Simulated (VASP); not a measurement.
# HgTe in VASP: further runs, part 3 of 3

VASP 6.6.1. The steps go on from the part before.

### Step 5. Electric field gradients, LDA (equal xx and yy strain of -3 %)

INCAR

```
SYSTEM = HgTe
PREC     = Accurate       ! precision mode
ENCUT    = 520            ! plane-wave cutoff, eV
EDIFF    = 1E-8           ! SCF threshold, eV
ISMEAR   = -1             ! smearing method
SIGMA    = 0.08           ! smearing width, eV
LREAL    = .False.        ! projectors in reciprocal space
LASPH    = .True.         ! aspherical terms in the spheres
NELM     = 60             ! most SCF steps
ALGO     = Normal         ! electronic algorithm
ISIF     = 2              ! what is computed and relaxed
LWAVE    = .False.        ! write WAVECAR
LCHARG   = .False.        ! write CHGCAR
LEFG     = .True.       
NBANDS   = 16             ! bands
```

KPOINTS

```
Automatic mesh
0
Gamma
  10 10 10
  0 0 0
```

POSCAR

```
HgTe
1.0
    0.0000000000      2.8338550000      2.9215000000
    2.8338550000      0.0000000000      2.9215000000
    2.8338550000      2.8338550000      0.0000000000
Hg Te
1 1
Direct
    0.0000000000      0.0000000000      0.0000000000
    0.5000000000      0.5000000000      0.5000000000
```

Potentials or basis: VASP PAW LDA potentials, release 64 (Hg, Te).

Run with:

```sh
$ cat potpaw_LDA.64/Hg/POTCAR potpaw_LDA.64/Te/POTCAR > POTCAR
$ mpirun -np 1 vasp_std > vasp.out
```

OUTCAR:

```text
SYSTEM = HgTe
   PREC = Accurate
   ENCUT = 520
   EDIFF = 1E-8
   ISMEAR = -1
   LREAL = .False.
   LASPH = .True.
   NELM = 60
   ISIF = 2

 ion  position               nearest neighbor table
   1  0.000  0.000  0.000-   2 2.83   2 2.83   2 2.83   2 2.83   2 2.92   2 2.92
   2  0.500  0.500  0.500-   1 2.83   1 2.83   1 2.83   1 2.83   1 2.92   1 2.92

  LATTYP: Found a body centered tetragonal cell.
 ALAT       =     4.0076761748
 C/A-ratio  =     1.4579521262

  Lattice vectors:

 A1 = (  -2.8338550000,   0.0000000000,   2.9215000000)
 A2 = (   2.8338550000,   0.0000000000,   2.9215000000)
 A3 = (   0.0000000000,   2.8338550000,  -2.9215000000)

Analysis of symmetry for initial positions (statically):
=====================================================================
 Subroutine PRICEL returns:
 Original cell was already a primitive cell.

 Routine SETGRP: Setting up the symmetry group for a
 body centered tetragonal supercell.

 Subroutine GETGRP returns: Found 16 space group operations
 (whereof 16 operations were pure point group operations)
 out of a pool of 16 trial point group operations.

The static configuration has the point symmetry D_4h.

Analysis of symmetry for dynamics (positions and initial velocities):
=====================================================================
 Subroutine PRICEL returns:
 Original cell was already a primitive cell.

 Routine SETGRP: Setting up the symmetry group for a
 body centered tetragonal supercell.

 Subroutine GETGRP returns: Found 16 space group operations
 (whereof 16 operations were pure point group operations)
 out of a pool of 16 trial point group operations.

The dynamic configuration has the point symmetry D_4h.

 Subroutine INISYM returns: Found 16 space group operations
 (whereof 16 operations are pure point group operations),
 and found     1 'primitive' translations

----------------------------------------------------------------------------------------

                                     Primitive cell

  volume of cell :      46.9236

  direct lattice vectors                    reciprocal lattice vectors
     0.000000000  2.833855000  2.921500000    -0.176438103  0.176438103  0.171144960
     2.833855000  0.000000000  2.921500000     0.176438103 -0.176438103  0.171144960
     2.833855000  2.833855000  0.000000000     0.176438103  0.176438103 -0.171144960

  length of vectors
     4.070122407  4.070122407  4.007676175     0.302574628  0.302574628  0.302574628

  position of ions in fractional coordinates (direct lattice)
     0.000000000  0.000000000  0.000000000
     0.500000000  0.500000000  0.500000000

  ion indices of the primitive-cell ions
   primitive index   ion index
                 1           1
                 2           2

----------------------------------------------------------------------------------------

 KPOINTS: Automatic mesh

[... 67 lines left out ...]
   EDIFF  = 0.1E-07   stopping-criterion for ELM
   LREAL  =      F    real-space projection
   EDIFFG = 0.1E-06   stopping-criterion for IOM
   NSW    =      0    number of steps for IOM
   IBRION =     -1    ionic relax: 0-MD 1-quasi-New 2-CG
   NFREE  =      0    steps in history (QN), initial steepest desc. (CG)
   ISIF   =      2    stress and relaxation
   ISYM   =      2    0-nonsym 1-usesym 2-fastsym
   POTIM  = 0.5000    time-step for ionic-motion
   TEBEG  =    0.0;   TEEND  =   0.0 temperature during run
   PSTRESS=    0.0 pullay stress
   NELECT =      18.0000    total number of electrons
   NUPDOWN=      -1.0000    fix difference up-down
   EMIN   =  10.00;   EMAX   =-10.00  energy-range for DOS
   EFERMI =   0.00;   METHOD = LEGACY
   ISMEAR =    -1;   SIGMA  =   0.08  broadening in eV -4-tet -1-fermi 0-gaus
   EFERMI_NEDOS =   21; number of points for ismear=-14 and -15
   IALGO  =     38    algorithm
   IMIX   =      4    mixing-type and parameters
     AMIX     =   0.40;   BMIX     =  1.00
     AMIX_MAG =   1.60;   BMIX_MAG =  1.00
  volume/ion in A,a.u.               =      23.46       158.33
  Fermi-wavevector in a.u.,A,eV,Ry     =   1.189511  2.247851 19.251393  1.414937
  Thomas-Fermi vector in A             =   2.325617
   LORBIT       =      0    0 simple, 1 ext, 2 COOP (PROOUT), +10 PAW based schemes
   GGA     = CA    functional components
   LHFCALC =     F    Hartree Fock is set to
   AEXX    =    0.0000 exact exchange contribution
   IVDW    =     0    specifies the selected vdW correction
   LEPSILON=     F    determine dielectric tensor
   LRPA    =     F    only Hartree local field effects (RPA)
 non-spin polarized calculation
  energy-cutoff  :      520.00
  volume of cell :       46.92
 maximum number of plane-waves:      1291
   NGX = 15   NGY = 15   NGZ = 15

 number of electron      18.0000001 magnetization

 Free energy of the ion-electron system (eV)
  ---------------------------------------------------
  ext. energy  EPLUGINS =         0.00000000
  ---------------------------------------------------
  free energy    TOTEN  =        -4.74653816 eV

  energy without entropy =       -4.73337780  energy(sigma->0) =       -4.73995798

 E-fermi :   6.6139     XC(G=0): -11.0428

 val. band max:        6.5355677896   @ k =   0.3000   0.0000   0.0000
 cond. band min:       6.6385404458   @ k =   0.5000   0.1000   0.0000
 fundamental gap:      0.1029726562
 Fermi energy:         6.6139186305

 k-point     1 :       0.0000    0.0000    0.0000
  band No.  band energies     occupation
      1      -7.0100      2.00000
      2      -0.9967      2.00000
      3      -0.9672      2.00000
      4      -0.9348      2.00000
      5      -0.8670      2.00000
      6      -0.8670      2.00000
[... 433 lines left out ...]
      3      -1.0950      2.00000
      4      -0.9774      2.00000
      5      -0.5846      2.00000
      6      -0.5698      2.00000
[... 8 lines left out ...]
     15      19.0905      0.00000
     16      19.1484      0.00000

 [... further k-points ...]
[... 5 lines left out ...]
  --------------------------------------------------------------------------------------
  -------------------------------------------------------------------------------------
  Total        3.7003462      3.7003462      2.1721575      0.0000000      0.0000000      0.0000000
  in kB      126.3460878    126.3460878     74.1670089      0.0000000      0.0000000      0.0000000
  external PRESSURE =     108.9530615 kB  Pullay stress =       0.0000000 kB

 VOLUME and BASIS-vectors are now :
 -----------------------------------------------------------------------------
  energy-cutoff  :      520.00
  volume of cell :       46.92
      direct lattice vectors                 reciprocal lattice vectors
     0.000000000  2.833855000  2.921500000    -0.176438103  0.176438103  0.171144960
     2.833855000  0.000000000  2.921500000     0.176438103 -0.176438103  0.171144960
     2.833855000  2.833855000  0.000000000     0.176438103  0.176438103 -0.171144960

 POSITION                                       TOTAL-FORCE (eV/Angst)
 -----------------------------------------------------------------------------------
      0.00000      0.00000      0.00000         0.000000     -0.000000      0.000000
      2.83385      2.83385      2.92150         0.000000      0.000000      0.000000
 -----------------------------------------------------------------------------------
    total drift:                               -0.000000      0.000000      0.000000

  FREE ENERGIE OF THE ION-ELECTRON SYSTEM (eV)
  ---------------------------------------------------
  free  energy   TOTEN  =        -4.7465381633 eV

  energy  without entropy=       -4.7333778001  energy(sigma->0) =       -4.73995798

 Electric field gradients (V/A^2)
---------------------------------------------------------------------
 ion       V_xx      V_yy      V_zz      V_xy      V_xz      V_yz
---------------------------------------------------------------------
   1     -33.027   -33.027    66.054    -0.000    -0.000    -0.000
   2      19.193    19.193   -38.387     0.000     0.000     0.000
---------------------------------------------------------------------

 Electric field gradients after diagonalization (V/A^2)
 (convention: |V_zz| > |V_xx| > |V_yy|)
----------------------------------------------------------------------
 ion       V_xx      V_yy      V_zz     asymmetry (V_yy - V_xx)/ V_zz
----------------------------------------------------------------------
   1     -33.027   -33.027    66.054       0.000
   2      19.194    19.193   -38.387       0.000
----------------------------------------------------------------------

           NMR quadrupolar parameters

 Cq : quadrupolar parameter    Cq=e*Q*V_zz/h
 eta: asymmetry parameters     (V_yy - V_xx)/ V_zz
 Q  : nuclear electric quadrupole moment in mb (millibarn)
----------------------------------------------------------------------
 ion       Cq(MHz)       eta       Q (mb)
----------------------------------------------------------------------
   1       0.160       0.000       1.000
   2      -0.093       0.000       1.000
----------------------------------------------------------------------
```

Run time: 32 s. Hardware: 1 thread of Intel Xeon 6975P-C (Granite Rapids), shared host; peak memory 0.2 GiB.

Results:

* Free energy: -4.7465 eV
* Pressure: 10.9 GPa
* Band gap on the k mesh: zero (band 9 reaches 7.26 eV, above the bottom of band 10 at 3.62 eV)

Stress tensor (GPa, compression positive):
```
12.63  0.00  0.00
 0.00 12.63  0.00
 0.00  0.00  7.42
```

Levels at points of the mesh, in eV from the Fermi level:
```tsv
k point	band 7	band 8	band 9	band 10	band 11	band 12
(0.00, 0.00, 0.00)	-1.10	-1.10	-0.87	-0.11	7.54	7.57
(0.50, 0.00, 0.00)	-6.36	0.38	0.65	2.27	3.49	3.75
(0.50, 0.50, 0.00)	-5.68	-3.03	-3.03	-2.86	4.67	10.23
(0.50, 0.00, 0.50)	-5.69	-3.34	-3.16	-3.00	4.48	9.63
```

Electric field gradients, principal values (V/Å²):
```
atom    least   middle  greatest (by size)
1 Hg  -33.027  -33.027              66.054
2 Te   19.193   19.194             -38.387
```

Caveat: the cell differs from its parent crystal (equal xx and yy strain of -3 %); without QUAD_EFG the Cq values of the log hold for a quadrupole moment of 1 mb, not for the nuclei; spin-orbit coupling is left out, which moves the levels of the heavy elements.

### Step 6. Electric field gradients, LDA (equal xx and yy strain of -3 %)

INCAR

```
PREC = Accurate
ENCUT = 520
EDIFF = 1E-8
ISMEAR = -1
SIGMA = 0.08
LREAL = F
LASPH = T
NELM = 100
ALGO = Normal
ISIF = 2
LWAVE = F
LCHARG = F
GGA = CA
LEFG = T
NBANDS = 16
```

KPOINTS

```
Automatic mesh
0
Gamma
  10 10 10
```

POSCAR is that of step 5.

Potentials or basis: VASP PAW LDA potentials, release 64 (Hg, Te).

Run with:

```sh
$ cat potpaw_LDA.64/Hg/POTCAR potpaw_LDA.64/Te/POTCAR > POTCAR
$ mpirun -np 1 vasp_std > vasp.out
```

OUTCAR:

```text
PREC = Accurate
   ENCUT = 520
   EDIFF = 1E-8
   ISMEAR = -1
   LREAL = F
   LASPH = T
   NELM = 100
   ISIF = 2
   GGA = CA

 ion  position               nearest neighbor table
   1  0.000  0.000  0.000-   2 2.83   2 2.83   2 2.83   2 2.83   2 2.92   2 2.92
   2  0.500  0.500  0.500-   1 2.83   1 2.83   1 2.83   1 2.83   1 2.92   1 2.92

  LATTYP: Found a body centered tetragonal cell.
 ALAT       =     4.0076761748
 C/A-ratio  =     1.4579521262

  Lattice vectors:
[... 668 lines left out ...]

  FREE ENERGIE OF THE ION-ELECTRON SYSTEM (eV)
  ---------------------------------------------------
  free  energy   TOTEN  =        -4.7465381633 eV

  energy  without entropy=       -4.7333778001  energy(sigma->0) =       -4.73995798

 Electric field gradients (V/A^2)
---------------------------------------------------------------------
 ion       V_xx      V_yy      V_zz      V_xy      V_xz      V_yz
---------------------------------------------------------------------
   1     -33.027   -33.027    66.054    -0.000    -0.000    -0.000
   2      19.193    19.193   -38.387     0.000     0.000     0.000
---------------------------------------------------------------------

 Electric field gradients after diagonalization (V/A^2)
 (convention: |V_zz| > |V_xx| > |V_yy|)
----------------------------------------------------------------------
 ion       V_xx      V_yy      V_zz     asymmetry (V_yy - V_xx)/ V_zz
----------------------------------------------------------------------
   1     -33.027   -33.027    66.054       0.000
   2      19.194    19.193   -38.387       0.000
----------------------------------------------------------------------

           NMR quadrupolar parameters

 Cq : quadrupolar parameter    Cq=e*Q*V_zz/h
 eta: asymmetry parameters     (V_yy - V_xx)/ V_zz
 Q  : nuclear electric quadrupole moment in mb (millibarn)
----------------------------------------------------------------------
 ion       Cq(MHz)       eta       Q (mb)
----------------------------------------------------------------------
   1       0.160       0.000       1.000
   2      -0.093       0.000       1.000
----------------------------------------------------------------------
```

stdout:

```text
POSCAR found type information on POSCAR HgTe
 POSCAR found :  2 types and       2 ions
 scaLAPACK will be used
 LDA part: xc-table for (Slater(with rela. corr.)+CA(PZ))
 , standard interpolation
 POSCAR, INCAR and KPOINTS ok, starting setup
 FFT: planning ... GRIDC
 FFT: planning ... GRID_SOFT
 FFT: planning ... GRID
 WAVECAR not read
 entering main loop
ion   1

ion   2
```

It took 36 s on 1 thread of Intel Xeon 6975P-C (Granite Rapids), shared host; peak memory 0.2 GiB.

What came out:

* Free energy: -4.7465 eV
* Pressure: 10.9 GPa
* Band gap on the k mesh: zero (band 9 reaches 7.26 eV, above the bottom of band 10 at 3.62 eV)

Stress tensor (GPa, compression positive):
```
12.63  0.00  0.00
 0.00 12.63  0.00
 0.00  0.00  7.42
```

Electric field gradients, principal values (V/Å²):
```csv
atom,least,middle,greatest (by size)
1 Hg,-33.027,-33.027,66.054
2 Te,19.193,19.194,-38.387
```

Caveat: the cell differs from its parent crystal (equal xx and yy strain of -3 %); without QUAD_EFG the Cq values of the log hold for a quadrupole moment of 1 mb, not for the nuclei; spin-orbit coupling is left out, which moves the levels of the heavy elements.

### Step 7. The runs side by side

```csv
cell,gap on the mesh (eV),pressure (GPa)
"a = 4.111 Å, angles 60.7°, 2 atoms",none,4.4
"a = 4.173 Å, angles 58.7°, 2 atoms",none,4.4
"a = 4.070, b = 4.070, c = 4.008 Å, angles 60.5, 60.5, 59.0°, 2 atoms",none,10.9
```

Alike in all rows: task electric field gradients; level LDA; potentials or basis VASP PAW LDA potentials, release 64 (Hg, Te); no spin polarisation; k mesh 10 × 10 × 10; cutoff (eV) 520; smearing fermi-dirac 0.08 eV.

Caveats: spin-orbit coupling is left out, which moves the levels of the heavy elements.

Total energies depend on the potentials used, so only differences within one code and one set of settings carry meaning.
